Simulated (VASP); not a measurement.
A run of VASP 6.6.1 is set up as follows.

INCAR

```
PREC = Accurate
ENCUT = 500
EDIFF = 1E-7
ISMEAR = -1
SIGMA = 0.15
LREAL = F
LASPH = T
NELM = 120
ALGO = Normal
ISIF = 3
LWAVE = F
LCHARG = F
IBRION = 2
NSW = 80
EDIFFG = -0.001
PSTRESS = 450.0
GGA_COMPAT = F
NELMIN = 4
```

Contents of KPOINTS:

```
regular mesh
0
Gamma
  20 20 20
```

POSCAR

```
Mo
1.0
   -1.4944248362      1.4944248362      1.4944248362
    1.4944248362     -1.4944248362      1.4944248362
    1.4944248362      1.4944248362     -1.4944248362
Mo
1
Direct
    0.0000000000      0.0000000000      0.0000000000
```

Potentials or basis: VASP PAW LDA potentials, release 64 (Mo_sv).

Command:

```console
$ cat potpaw_LDA.64/Mo_sv/POTCAR > POTCAR
$ mpirun -np 1 vasp_std > vasp.out
```

Problem. Estimate the relaxed cell.

Solution. a = 2.592 Å, b = 2.592 Å, c = 2.592 Å, α = 109.47°, β = 109.47°, γ = 109.47°.

Problem. What does it give for the relaxed volume?

Solution. 13.41 Å³/atom.

Problem. What does it give for the space group after relaxing (to 0.05 Å)?

Solution. Im-3m (No. 229).

Problem. Predict the band gap on the k mesh.

Solution. Zero (band 7 reaches 20.08 eV, above the bottom of band 8 at 13.41 eV).

Final structure:
```
Mo
1.0
    -1.49655    1.49655    1.49655
     1.49655   -1.49655    1.49655
     1.49655    1.49655   -1.49655
Mo
1
Cartesian
  0.0000 0.0000 0.0000
```

Caveat: the cell is relaxed towards a set pressure, so the enthalpy falls and the energy may rise.
